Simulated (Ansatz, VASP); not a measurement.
# Te2Mo in VASP and in Ansatz

File POSCAR:

```
Te2Mo
1.0
    3.8450514391      0.0000000000      0.0000000000
   -1.9225257196      3.3299122251      0.0000000000
    0.0000000000      0.0000000000     17.5240578200
Te Mo
2 1
Direct
    0.3333333333      0.6666666667      0.8978554500
    0.3333333333      0.6666666667      0.1021445500
    0.0000000000      0.0000000000      0.0000000000
```

Contents of INCAR.step1:

```
  PREC = Accurate
  ENCUT = 520
  ISMEAR = 0
  SIGMA = 0.05
  LREAL = False
  LASPH = True
  NELM = 60
  NBANDS = 20
  GGA = PE
  ALGO = Normal
  EDIFF = 1E-4
  LWAVE = True
  LCHARG = False
```

The input INCAR.step2:

```
  PREC = Accurate
  ENCUT = 520
  EDIFF = 1E-6
  ISMEAR = 0
  SIGMA = 0.05
  LREAL = False
  LASPH = True
  NELM = 60
  ALGO = Normal
  ISIF = 2
  LWAVE = False
  LCHARG = False
  METAGGA = R2SCAN
  LMIXTAU = True
  NBANDS = 20
  ISTART = 1
```

KPOINTS

```
Automatic mesh
0
Gamma
  12 12 2
```

Input for Ansatz:

```yaml
crystal:
  lattice:
    - [3.8450514391, 0.0, 0.0]
    - [-1.9225257196, 3.3299122251, 0.0]
    - [0.0, 0.0, 17.52405782]
  atoms:
    - { symbol: Te, position: [0.3333333333, 0.6666666667, 0.89785545] }
    - { symbol: Te, position: [0.3333333333, 0.6666666667, 0.10214455] }
    - { symbol: Mo, position: [0.0, 0.0, 0.0] }
basis:
  ecutwfc: 500
kpoints:
  mp_grid: { grid: [12, 12, 2] }
hamiltonian:
  xc: r2scan
scf:
  occupations: { method: gaussian, width: 0.05 }
output:
  forces: true
  stress: true
  eigenvalues: true
  write_density: true
  write_potential: true
  elf: true
  volumetric_format: npy
```

Change from the starting cell: strain +0.080 along x and y, +0.000 along z, atoms carried along.

Alike in both runs: task single point; functional r2SCAN; k mesh 12 × 12 × 2; occupations gaussian, width 0.05 eV; no spin polarisation.

|  | VASP | Ansatz |
| --- | --- | --- |
| version | VASP 6.6.1 | Ansatz 0.2.0 |
| potentials or method | VASP PAW PBE potentials, release 64 (Te, Mo_sv), cutoff 520 eV | scalar-relativistic, plane waves, PAW |
| valence electrons in the cell | 26 | 46 |

Ansatz gave:

| Quantity | Value |
| --- | --- |
| gap on the k mesh at the Fermi level (eV) | 0.64 |
| least direct gap on the mesh (eV) | 0.71 |
| rms of the force components (eV/Å) | 0.508 |

Question: What did VASP give for the same quantities?

Answer: gap on the k mesh at the Fermi level (eV): 0.63; least direct gap on the mesh (eV): 0.72; rms of the force components (eV/Å): 0.498.

VASP's potentials were made for PBE, not for r2SCAN. Atom by atom the forces differ by 0.009 eV/Å (rms over components). The functional is the same, so the differences come from potentials, cutoffs and numerics. VASP's potentials hold 26 valence electrons a cell and Ansatz's 46, so a difference there can come from the potentials and not from the codes. Ansatz's warnings: xc potential rough in thin density.

Neither program's run includes spin-orbit coupling.
